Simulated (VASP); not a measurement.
# Ir (Fm-3m) in VASP: further runs, part 2 of 2

VASP 6.6.1. The steps go on from the part before.

## (4) Single point, r2SCAN (15.05 Å³/atom)

This run uses another cell than the first one, of 15.05 Å³/atom.

The input, POSCAR:

```
Ir
1.0
    0.0000000000      1.9597771901      1.9597771901
    1.9597771901      0.0000000000      1.9597771901
    1.9597771901      1.9597771901      0.0000000000
Ir
1
Direct
    0.0000000000      0.0000000000      0.0000000000
```

The input, INCAR.step1:

```
ALGO = Normal
EDIFF = 1E-5
ENCUT = 620
GGA = PE
GGA_COMPAT = F
ISMEAR = 0
LASPH = T
LCHARG = F
LREAL = F
LWAVE = T
NBANDS = 14
NELM = 120
PREC = Accurate
SIGMA = 0.1
```

The input, INCAR.step2:

```
ALGO = Normal
EDIFF = 1E-6
ENCUT = 620
GGA_COMPAT = F
ISIF = 2
ISMEAR = 0
ISTART = 1
LASPH = T
LCHARG = T
LELF = T
LMIXTAU = T
LREAL = F
LVHAR = T
LWAVE = F
METAGGA = R2SCAN
NBANDS = 14
NELM = 120
PREC = Accurate
SIGMA = 0.1
```

The input, KPOINTS:

```
k-points
0
Gamma
  18 18 18
```

Potentials or basis: VASP PAW PBE potentials, release 64 (Ir_sv_GW).

On the command line:

```console
$ cat potpaw_PBE.64/Ir_sv_GW/POTCAR > POTCAR
$ cp INCAR.step1 INCAR
$ mpirun -np 1 vasp_std > vasp.out
$ cp INCAR.step2 INCAR
$ mpirun -np 1 vasp_std > vasp.out
```

OUTCAR:

```text
EDIFF = 1E-6
   ENCUT = 620
   ISIF = 2
   ISMEAR = 0
   ISTART = 1
   LASPH = T
   LREAL = F
   METAGGA = R2SCAN
   NELM = 120
   PREC = Accurate

 ion  position               nearest neighbor table
   1  0.000  0.000  0.000-

  LATTYP: Found a face centered cubic cell.
 ALAT       =     3.9195543802

  Lattice vectors:

 A1 = (   0.0000000000,   1.9597771901,   1.9597771901)
 A2 = (   1.9597771901,   0.0000000000,   1.9597771901)
 A3 = (   1.9597771901,   1.9597771901,   0.0000000000)

[... 577 lines left out ...]
      6       7.2070      2.00000
      7       8.2658      2.00000
      8       8.3532      2.00000
      9      10.0644      2.00000
     10      10.8681      2.00000
     11      25.8930      0.00000
     12      28.3913      0.00000
     13      33.4898      0.00000
     14      34.7403      0.00000

 [... further k-points ...]
[... 5 lines left out ...]
  --------------------------------------------------------------------------------------
  -------------------------------------------------------------------------------------
  Total       -1.8627852     -1.8627852     -1.8627852      0.0000000     -0.0000000      0.0000000
  in kB     -198.2545938   -198.2545938   -198.2545938      0.0000000     -0.0000000      0.0000000
  external PRESSURE =    -198.2545938 kB  Pullay stress =       0.0000000 kB

 VOLUME and BASIS-vectors are now :
 -----------------------------------------------------------------------------
  energy-cutoff  :      620.00
  volume of cell :       15.05
      direct lattice vectors                 reciprocal lattice vectors
     0.000000000  1.959777190  1.959777190    -0.255131044  0.255131044  0.255131044
     1.959777190  0.000000000  1.959777190     0.255131044 -0.255131044  0.255131044
     1.959777190  1.959777190  0.000000000     0.255131044  0.255131044 -0.255131044

 POSITION                                       TOTAL-FORCE (eV/Angst)
 -----------------------------------------------------------------------------------
      0.00000      0.00000      0.00000         0.000000      0.000000      0.000000
 -----------------------------------------------------------------------------------
    total drift:                                0.000000      0.000000      0.000000

  FREE ENERGIE OF THE ION-ELECTRON SYSTEM (eV)
  ---------------------------------------------------
  free  energy   TOTEN  =       -52.8572193397 eV

  energy  without entropy=      -52.8516352852  energy(sigma->0) =      -52.85442731
```

OUTCAR.step1:

```text
EDIFF = 1E-5
   ENCUT = 620
   GGA = PE
   ISMEAR = 0
   LASPH = T
[... 623 lines left out ...]

 POSITION                                       TOTAL-FORCE (eV/Angst)
 -----------------------------------------------------------------------------------
      0.00000      0.00000      0.00000        -0.000000      0.000000     -0.000000
 -----------------------------------------------------------------------------------
    total drift:                                0.000000      0.000000     -0.000000

  FREE ENERGIE OF THE ION-ELECTRON SYSTEM (eV)
  ---------------------------------------------------
  free  energy   TOTEN  =        -9.4031089370 eV

  energy  without entropy=       -9.3973805102  energy(sigma->0) =       -9.40024472
```

It took 3.7 min on 1 thread of Intel Xeon Platinum 8259CL at 2.50GHz (Skylake/Cascade Lake), shared host; peak memory 0.19 GiB.

What came out:

* Free energy: -52.8572 eV
* Pressure: -19.8 GPa
* Band gap on the k mesh: zero (an odd number of electrons rules out a gap without spin polarisation)

Caveat: the cell stands under tension; the PAW data sets were made with another functional, which shifts forces and pressure a little; spin-orbit coupling is left out, which moves the levels of the heavy elements.

## (5) Single point, r2SCAN (13.78 Å³/atom)

This run uses another cell than the first one, of 13.78 Å³/atom.

The input, POSCAR:

```
Ir
1.0
    0.0000000000      1.9026635059      1.9026635059
    1.9026635059      0.0000000000      1.9026635059
    1.9026635059      1.9026635059      0.0000000000
Ir
1
Direct
    0.0000000000      0.0000000000      0.0000000000
```

The input, INCAR.step1:

```
SYSTEM = Ir
PREC = Accurate ; ENCUT = 620
ISMEAR = 0 ; SIGMA = 0.1
LREAL = .FALSE. ; LASPH = .TRUE.
NELM = 120 ; NBANDS = 14
GGA = PE ; ALGO = Normal
EDIFF = 1E-5 ; LWAVE = .TRUE.
LCHARG = .FALSE. ; GGA_COMPAT = .FALSE.
```

The input, INCAR.step2:

```
SYSTEM = Ir
PREC = Accurate ; ENCUT = 620
EDIFF = 1E-6 ; ISMEAR = 0
SIGMA = 0.1 ; LREAL = .FALSE.
LASPH = .TRUE. ; NELM = 120
ALGO = Normal ; ISIF = 2
LWAVE = .FALSE. ; LCHARG = .FALSE.
METAGGA = R2SCAN ; LMIXTAU = .TRUE.
NBANDS = 14 ; ISTART = 1
GGA_COMPAT = .FALSE.
```

The input, KPOINTS:

```
Automatic mesh
0
G
  18 18 18
  0 0 0
```

On the command line:

```console
$ cat potpaw_PBE.64/Ir_sv_GW/POTCAR > POTCAR
$ cp INCAR.step1 INCAR
$ mpirun -np 1 vasp_std > vasp.out
$ cp INCAR.step2 INCAR
$ mpirun -np 1 vasp_std > vasp.out
```

Wall time 1.9 min (1 thread of Intel Xeon Platinum 8259CL at 2.50GHz (Skylake/Cascade Lake), shared host); peak memory 0.19 GiB.

The run converged. Its results:

* Free energy: -52.8966 eV
* Pressure: 11.5 GPa
* Band gap on the k mesh: zero (an odd number of electrons rules out a gap without spin polarisation)

Levels at points of the mesh, in eV from the Fermi level:
```csv
k point,band 4,band 5,band 6,band 7,band 8,band 9,band 10,band 11,band 12,band 13
"(0.00, 0.00, 0.00)",-50.95,-11.84,-4.21,-4.21,-4.21,-1.38,-1.38,14.13,20.09,20.09
"(0.50, 0.00, 0.00)",-51.08,-8.73,-4.37,-4.37,-0.80,0.95,0.95,7.95,13.90,20.18
"(0.50, 0.50, 0.00)",-51.29,-8.56,-7.96,0.85,1.61,1.61,1.72,11.48,12.14,12.14
```

Caveat: the cell stands under pressure; the PAW data sets were made with another functional, which shifts forces and pressure a little; spin-orbit coupling is left out, which moves the levels of the heavy elements.

## (6) Overview

| cell | gap on the mesh (eV) | pressure (GPa) |
| --- | --- | --- |
| a = 2.709 Å, angles 60.0°, 1 atom | none | 3.0 |
| a = 2.634 Å, angles 60.0°, 1 atom | none | 44.1 |
| a = 2.772 Å, angles 60.0°, 1 atom | none | -19.8 |
| a = 2.691 Å, angles 60.0°, 1 atom | none | 11.5 |

Alike in all rows: task single point; level r2SCAN; potentials or basis VASP PAW PBE potentials, release 64 (Ir_sv_GW); no spin polarisation; k mesh 18 × 18 × 18; cutoff (eV) 620; smearing gaussian 0.1 eV.

Caveats: the PAW data sets were made with another functional, which shifts forces and pressure a little; spin-orbit coupling is left out, which moves the levels of the heavy elements; the cell stands under pressure (at least some runs); the cell stands under tension (at least some runs).

Absolute energies hang on the potentials; compare differences alone.
